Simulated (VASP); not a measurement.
# SiO2 (P4_12_12) in VASP: relaxation of the atoms with PBE

Aim: the relaxation of the atoms of SiO2 with PBE.

Program: VASP 6.6.1. These are calculated values, not measurements. Logs are shortened: lines on timing, memory, paths and dates and some standing lists are left out, and cuts for length are marked.

## 1. The cell of the first run

It takes space group P4_12_12 (No. 92, tetragonal). The conventional cell has a = 4.746 Å, b = 4.746 Å, c = 6.445 Å, α = 90.00°, β = 90.00°, γ = 90.00°. Within 2.1 Å of Si (site symmetry 2) lie 4 O at 1.57 to 1.63 Å. Within 2.1 Å of O (site symmetry 1) lie 2 Si at 1.57 to 1.63 Å.

## 2. Relaxation of the atoms, PBE

The input, INCAR:

```
SYSTEM = SiO2
PREC = Accurate
ENCUT = 520
EDIFF = 1E-6
ISMEAR = -1
SIGMA = 0.02
LREAL = .FALSE.
LASPH = .TRUE.
NELM = 100
ALGO = Normal
ISIF = 2
LWAVE = .FALSE.
LCHARG = .FALSE.
GGA = PE
IBRION = 2
NSW = 80
EDIFFG = -0.02
```

The input, KPOINTS:

```
Automatic mesh
0
G
  5 5 3
  0 0 0
```

The input, POSCAR:

```
SiO2
1.0
    4.7460000000      0.0000000000      0.0000000000
    0.0000000000      4.7460000000      0.0000000000
    0.0000000000      0.0000000000      6.4450000000
Si O
4 8
Direct
    0.3237000000      0.3237000000      0.0000000000
    0.1763000000      0.8237000000      0.2500000000
    0.6763000000      0.6763000000      0.5000000000
    0.8237000000      0.1763000000      0.7500000000
    0.2338000000      0.1546000000      0.1992000000
    0.3454000000      0.7338000000      0.4492000000
    0.7662000000      0.8454000000      0.6992000000
    0.6546000000      0.2662000000      0.9492000000
    0.7338000000      0.3454000000      0.5508000000
    0.8454000000      0.7662000000      0.3008000000
    0.2662000000      0.6546000000      0.0508000000
    0.1546000000      0.2338000000      0.8008000000
```

Potentials or basis: VASP PAW PBE potentials, release 64 (Si, O).

The run is started by

```console
> cat potpaw_PBE.64/Si/POTCAR potpaw_PBE.64/O/POTCAR > POTCAR
> mpirun -np 1 vasp_std > vasp.out
```

OUTCAR:

```text
SYSTEM = SiO2
   PREC = Accurate
   ENCUT = 520
   EDIFF = 1E-6
   ISMEAR = -1
   LREAL = .FALSE.
   LASPH = .TRUE.
   NELM = 100
   ISIF = 2
   GGA = PE
   IBRION = 2
   NSW = 80
   EDIFFG = -0.02

 ion  position               nearest neighbor table
   1  0.324  0.324  0.000-   5 1.57  12 1.57  11 1.63   8 1.63   2 2.95   4 2.95   2 2.95   4 2.95

   2  0.176  0.824  0.250-   6 1.57  11 1.57  10 1.63   5 1.63   1 2.95   3 2.95   1 2.95   3 2.95

   3  0.676  0.676  0.500-   7 1.57  10 1.57   9 1.63   6 1.63   2 2.95   4 2.95   4 2.95   2 2.95

   4  0.824  0.176  0.750-   8 1.57   9 1.57   7 1.63  12 1.63   1 2.95   3 2.95   3 2.95   1 2.95

   5  0.234  0.155  0.199-   1 1.57   2 1.63
   6  0.345  0.734  0.449-   2 1.57   3 1.63
   7  0.766  0.845  0.699-   3 1.57   4 1.63
   8  0.655  0.266  0.949-   4 1.57   1 1.63
   9  0.734  0.345  0.551-   4 1.57   3 1.63
  10  0.845  0.766  0.301-   3 1.57   2 1.63
  11  0.266  0.655  0.051-   2 1.57   1 1.63
  12  0.155  0.234  0.801-   1 1.57   4 1.63

  LATTYP: Found a simple tetragonal cell.
 ALAT       =     4.7460000000
 C/A-ratio  =     1.3579856721

  Lattice vectors:

 A1 = (   4.7460000000,   0.0000000000,   0.0000000000)
 A2 = (   0.0000000000,   4.7460000000,   0.0000000000)
 A3 = (   0.0000000000,   0.0000000000,   6.4450000000)

Analysis of symmetry for initial positions (statically):
=====================================================================
 Subroutine PRICEL returns:
 Original cell was already a primitive cell.

 Routine SETGRP: Setting up the symmetry group for a
 simple tetragonal supercell.

 Subroutine GETGRP returns: Found  8 space group operations
 (whereof  2 operations were pure point group operations)
 out of a pool of 16 trial point group operations.

The static configuration has the point symmetry C_2 .
 The point group associated with its full space group is D_4 .

Analysis of symmetry for dynamics (positions and initial velocities):
=====================================================================
 Subroutine PRICEL returns:
 Original cell was already a primitive cell.

 Routine SETGRP: Setting up the symmetry group for a
 simple tetragonal supercell.

 Subroutine GETGRP returns: Found  8 space group operations
 (whereof  2 operations were pure point group operations)
 out of a pool of 16 trial point group operations.

The dynamic configuration has the point symmetry C_2 .
 The point group associated with its full space group is D_4 .

 Subroutine INISYM returns: Found  8 space group operations
 (whereof  2 operations are pure point group operations),
 and found     1 'primitive' translations

----------------------------------------------------------------------------------------

                                     Primitive cell

  volume of cell :     145.1705

  direct lattice vectors                    reciprocal lattice vectors
     4.746000000  0.000000000  0.000000000     0.210703751  0.000000000  0.000000000
     0.000000000  4.746000000  0.000000000     0.000000000  0.210703751  0.000000000
     0.000000000  0.000000000  6.445000000     0.000000000  0.000000000  0.155159038

  length of vectors
     4.746000000  4.746000000  6.445000000     0.210703751  0.210703751  0.155159038

  position of ions in fractional coordinates (direct lattice)
     0.323700000  0.323700000  0.000000000
     0.176300000  0.823700000  0.250000000
     0.676300000  0.676300000  0.500000000
     0.823700000  0.176300000  0.750000000
     0.233800000  0.154600000  0.199200000
     0.345400000  0.733800000  0.449200000
     0.766200000  0.845400000  0.699200000
     0.654600000  0.266200000  0.949200000
     0.733800000  0.345400000  0.550800000
     0.845400000  0.766200000  0.300800000
     0.266200000  0.654600000  0.050800000
     0.154600000  0.233800000  0.800800000

  ion indices of the primitive-cell ions
   primitive index   ion index
                 1           1
                 2           2
                 3           3
                 4           4
                 5           5
                 6           6
                 7           7
                 8           8
                 9           9
                10          10
                11          11
                12          12

----------------------------------------------------------------------------------------

 KPOINTS: Automatic mesh

Automatic generation of k-mesh.
 Grid dimensions read from file:
 generate k-points for:    5    5    3

 Generating k-lattice:

  Cartesian coordinates                     Fractional coordinates (reciprocal lattice)
     0.042140750  0.000000000  0.000000000     0.200000000  0.000000000  0.000000000
     0.000000000  0.042140750  0.000000000     0.000000000  0.200000000  0.000000000
     0.000000000  0.000000000  0.051719679     0.000000000  0.000000000  0.333333333

  Length of vectors
     0.042140750  0.042140750  0.051719679

  Shift w.r.t. Gamma in fractional coordinates (k-lattice)
     0.000000000  0.000000000  0.000000000

 Subroutine IBZKPT returns following result:
 ===========================================

 Found     12 irreducible k-points:

 Following reciprocal coordinates:
            Coordinates               Weight
  0.000000  0.000000  0.000000      1.000000
  0.200000  0.000000  0.000000      4.000000
  0.400000  0.000000  0.000000      4.000000
  0.200000  0.200000  0.000000      4.000000
  0.400000  0.200000  0.000000      8.000000
  0.400000  0.400000  0.000000      4.000000
  0.000000  0.000000  0.333333      2.000000
  0.200000  0.000000  0.333333      8.000000
  0.400000  0.000000  0.333333      8.000000
  0.200000  0.200000  0.333333      8.000000
  0.400000  0.200000  0.333333     16.000000
  0.400000  0.400000  0.333333      8.000000
   k-points           NKPTS =     12   k-points in BZ     NKDIM =     12   number of bands    NBANDS=     39
   number of dos      NEDOS =    301   number of ions     NIONS =     12
   total plane-waves  NPLWV =  62208
   dimension x,y,z NGX =    36 NGY =   36 NGZ =   48
   dimension x,y,z NGXF=    72 NGYF=   72 NGZF=   96
   ions per type =               4   8
   NGX,Y,Z   is equivalent  to a cutoff of  12.61, 12.61, 12.38 a.u.
   NGXF,Y,Z  is equivalent  to a cutoff of  25.22, 25.22, 24.76 a.u.
 SYSTEM =  SiO2
   PREC   = accura    normal or accurate (medium, high low for compatibility)
   ISTART =      0    job   : 0-new  1-cont  2-samecut
   ICHARG =      2    charge: 1-file 2-atom 10-const
   ISPIN  =      1    spin polarized calculation?
   LNONCOLLINEAR =      F non collinear calculations
   LSORBIT =      F    spin-orbit coupling
   LASPH  =      T    aspherical Exc in radial PAW
   ENCUT  =  520.0 eV  38.22 Ry    6.18 a.u.   8.82  8.82 11.98*2*pi/ulx,y,z
   NELM   =    100;   NELMIN=  2; NELMDL= -5     # of ELM steps
   EDIFF  = 0.1E-05   stopping-criterion for ELM
   LREAL  =      F    real-space projection
   EDIFFG = -.2E-01   stopping-criterion for IOM
   NSW    =     80    number of steps for IOM
   IBRION =      2    ionic relax: 0-MD 1-quasi-New 2-CG
   NFREE  =      1    steps in history (QN), initial steepest desc. (CG)
   ISIF   =      2    stress and relaxation
   ISYM   =      2    0-nonsym 1-usesym 2-fastsym
   POTIM  = 0.5000    time-step for ionic-motion
   TEBEG  =    0.0;   TEEND  =   0.0 temperature during run
   PSTRESS=    0.0 pullay stress
   NELECT =      64.0000    total number of electrons
   NUPDOWN=      -1.0000    fix difference up-down
   EMIN   =  10.00;   EMAX   =-10.00  energy-range for DOS
   EFERMI =   0.00;   METHOD = LEGACY
   ISMEAR =    -1;   SIGMA  =   0.02  broadening in eV -4-tet -1-fermi 0-gaus
   EFERMI_NEDOS =   21; number of points for ismear=-14 and -15
   IALGO  =     38    algorithm
   IMIX   =      4    mixing-type and parameters
     AMIX     =   0.40;   BMIX     =  1.00
     AMIX_MAG =   1.60;   BMIX_MAG =  1.00
  volume/ion in A,a.u.               =      12.10        81.64
  Fermi-wavevector in a.u.,A,eV,Ry     =   1.245973  2.354548 21.122353  1.552449
  Thomas-Fermi vector in A             =   2.380171
   LORBIT       =      0    0 simple, 1 ext, 2 COOP (PROOUT), +10 PAW based schemes
   GGA     = PE    functional components
   LHFCALC =     F    Hartree Fock is set to
   AEXX    =    0.0000 exact exchange contribution
   IVDW    =     0    specifies the selected vdW correction
   LEPSILON=     F    determine dielectric tensor
   LRPA    =     F    only Hartree local field effects (RPA)
 conjugate gradient relaxation of ions
 non-spin polarized calculation
  energy-cutoff  :      520.00
  volume of cell :      145.17
 maximum number of plane-waves:      3924
 NGX is ok and might be reduce to    36
   NGX = 17   NGY = 17   NGZ = 23

--------------------------------------- Ionic step        1  -------------------------------------------

 number of electron      63.9999975 magnetization

 Free energy of the ion-electron system (eV)
  ---------------------------------------------------
  ext. energy  EPLUGINS =         0.00000000
  ---------------------------------------------------
  free energy    TOTEN  =       -93.93089228 eV

  energy without entropy =      -93.93089228  energy(sigma->0) =      -93.93089228

------------------------ aborting loop because EDIFF is reached ----------------------------------------

  FORCE on cell =-STRESS in cart. coord.  units (eV):
  Direction    XX          YY          ZZ          XY          YZ          ZX
  --------------------------------------------------------------------------------------
  -------------------------------------------------------------------------------------
  Total        9.2424842      9.2424842     21.1630854      0.0000000      0.0000000      0.0000000
  in kB      102.0048702    102.0048702    233.5668361      0.0000000      0.0000000      0.0000000
  external PRESSURE =     145.8588588 kB  Pullay stress =       0.0000000 kB
[... 119 lines left out ...]
  FREE ENERGIE OF THE ION-ELECTRON SYSTEM (eV)
  ---------------------------------------------------
  free  energy   TOTEN  =       -94.2045299089 eV

  energy  without entropy=      -94.2045299088  energy(sigma->0) =      -94.20452991

[... ionic steps 4 to 11 ...]

--------------------------------------- Ionic step       12  -------------------------------------------

 number of electron      63.9999980 magnetization

------------------------ aborting loop because EDIFF is reached ----------------------------------------

  FORCE on cell =-STRESS in cart. coord.  units (eV):
  Direction    XX          YY          ZZ          XY          YZ          ZX
  --------------------------------------------------------------------------------------
  -------------------------------------------------------------------------------------
  Total        5.2453709      5.2453709      4.8623295      0.0000000      0.0000000      0.0000000
  in kB       57.8906462     57.8906462     53.6632013      0.0000000      0.0000000      0.0000000
  external PRESSURE =      56.4814979 kB  Pullay stress =       0.0000000 kB
[... 77 lines left out ...]
  energy  without entropy=      -94.3363194473  energy(sigma->0) =      -94.33631945

--------------------------------------- Ionic step       14  -------------------------------------------

 number of electron      63.9999985 magnetization

 Free energy of the ion-electron system (eV)
  ---------------------------------------------------
  ext. energy  EPLUGINS =         0.00000000
  ---------------------------------------------------
  free energy    TOTEN  =       -94.33636511 eV

  energy without entropy =      -94.33636511  energy(sigma->0) =      -94.33636511

 E-fermi :   1.9191     XC(G=0):  -9.4664

 val. band max:        1.5017037687   @ k =   0.0000   0.0000   0.0000
 cond. band min:       7.3229775435   @ k =   0.0000   0.0000   0.0000
 fundamental gap:      5.8212737749
 Fermi energy:         1.9190950205

 k-point     1 :       0.0000    0.0000    0.0000
  band No.  band energies     occupation
      1     -18.0895      2.00000
      2     -17.0692      2.00000
      3     -17.0692      2.00000
      4     -15.9174      2.00000
      5     -15.8281      2.00000
      6     -15.8281      2.00000
[... 532 lines left out ...]
  FREE ENERGIE OF THE ION-ELECTRON SYSTEM (eV)
  ---------------------------------------------------
  free  energy   TOTEN  =       -94.3363651148 eV

  energy  without entropy=      -94.3363651147  energy(sigma->0) =      -94.33636511

 reached required accuracy - stopping structural energy minimisation
```

Run time: 5 min. Hardware: 1 thread of Intel Xeon Platinum 8488C (Sapphire Rapids), shared host; peak memory 0.24 GiB.

Results:

- Free energy: -94.3364 eV
- Energy gained by relaxing: 33.8 meV/atom
- Ionic steps: 14
- Pressure after relaxing: 5.8 GPa
- Largest force after relaxing: 0.009 eV/Å
- Band gap on the k mesh: 5.82 eV

Forces on the atoms (eV/Å):
```
Si   0.004  0.004  0.000
Si  -0.004  0.004  0.000
Si  -0.004 -0.004  0.000
Si   0.004 -0.004  0.000
O    0.004 -0.007  0.004
O    0.007  0.004  0.004
O   -0.004  0.007  0.004
O   -0.007 -0.004  0.004
O    0.004  0.007 -0.004
O    0.007 -0.004 -0.004
O   -0.004 -0.007 -0.004
O   -0.007  0.004 -0.004
```

The path:
| step | energy change (eV) | largest force (eV/Å) | pressure (GPa) |
| --- | --- | --- | --- |
| 1 | 0.0000 | 1.9848 | 14.59 |
| 2 | 1.6697 | 5.6626 | 14.92 |
| 3 | -0.2736 | 0.6295 | 12.43 |
| 4 | -0.3759 | 0.2529 | 8.88 |
| 5 | -0.3914 | 0.1781 | 6.86 |
| 6 | -0.3966 | 0.1706 | 6.45 |
| 7 | -0.3971 | 0.2191 | 6.30 |
| 8 | -0.3997 | 0.1800 | 6.18 |
| 9 | -0.4044 | 0.0685 | 5.80 |
| 10 | -0.4001 | 0.1717 | 5.06 |
| 11 | -0.4051 | 0.0344 | 5.60 |
| 12 | -0.4052 | 0.0279 | 5.65 |
| 13 | -0.4054 | 0.0216 | 5.77 |
| 14 | -0.4055 | 0.0090 | 5.81 |

Final structure:
```yaml
crystal:
  lattice:
    - [4.74600, 0.00000, 0.00000]
    - [0.00000, 4.74600, 0.00000]
    - [0.00000, 0.00000, 6.44500]
  atoms:
    - { symbol: Si, position: [0.32866, 0.32866, 0.00000] }
    - { symbol: Si, position: [0.17134, 0.82866, 0.25000] }
    - { symbol: Si, position: [0.67134, 0.67134, 0.50000] }
    - { symbol: Si, position: [0.82866, 0.17134, 0.75000] }
    - { symbol: O, position: [0.22640, 0.16098, 0.20685] }
    - { symbol: O, position: [0.33902, 0.72640, 0.45685] }
    - { symbol: O, position: [0.77360, 0.83902, 0.70685] }
    - { symbol: O, position: [0.66098, 0.27360, 0.95685] }
    - { symbol: O, position: [0.72640, 0.33902, 0.54315] }
    - { symbol: O, position: [0.83902, 0.77360, 0.29315] }
    - { symbol: O, position: [0.27360, 0.66098, 0.04315] }
    - { symbol: O, position: [0.16098, 0.22640, 0.79315] }
```
